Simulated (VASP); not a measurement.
GdO, 2 atoms in the cell. Symmetry: P-6m2, No. 187, hexagonal system. The conventional cell has a = 3.113 Å, b = 3.113 Å, c = 3.038 Å, α = 90.00°, β = 90.00°, γ = 120.00°. Within 3.1 Å of Gd (site symmetry -6m2) lie 6 O at 2.35 Å and 2 Gd at 3.04 Å. O (site symmetry -6m2) has 6 Gd at 2.35 Å and 2 O at 3.04 Å within 3.1 Å. 

```yaml
Program: VASP 6.6.1
Task: density of states
Functional: BLYP
Potentials_or_basis: VASP PAW PBE potentials, release 64 (Gd, O)
Cutoff: 520 eV
k_mesh: 6 × 6 × 5
Occupations: fermi-dirac, width 0.05 eV
Spin: collinear spin, ferromagnetic start
Starting_moments: "[7.0, 0.0] μB"
Dipole_correction: no
k_mesh_for_the_DOS: 9 × 9 × 8
Occupations_for_the_DOS: tetrahedron
Further_INCAR_settings: ALGO = Normal; EDIFF = 1e-06
```

Potentials or basis: VASP PAW PBE potentials, release 64 (Gd, O).

Command:

```sh
$ cat potpaw_PBE.64/Gd/POTCAR potpaw_PBE.64/O/POTCAR > POTCAR
$ cp INCAR.step1 INCAR
$ cp KPOINTS.step1 KPOINTS
$ mpirun -np 1 vasp_std > vasp.out
$ cp INCAR.step2 INCAR
$ cp KPOINTS.step2 KPOINTS
$ mpirun -np 1 vasp_std > vasp.out
```

Hardware: 1 thread of AMD EPYC 7R13 Processor (Zen 3) (shared host).

Task: Estimate the wall time of this run.

Result: Run time: 2.2 min on 1 thread of AMD EPYC 7R13 Processor (Zen 3) (shared host), peak memory 0.16 GiB. Counts: k points 60.
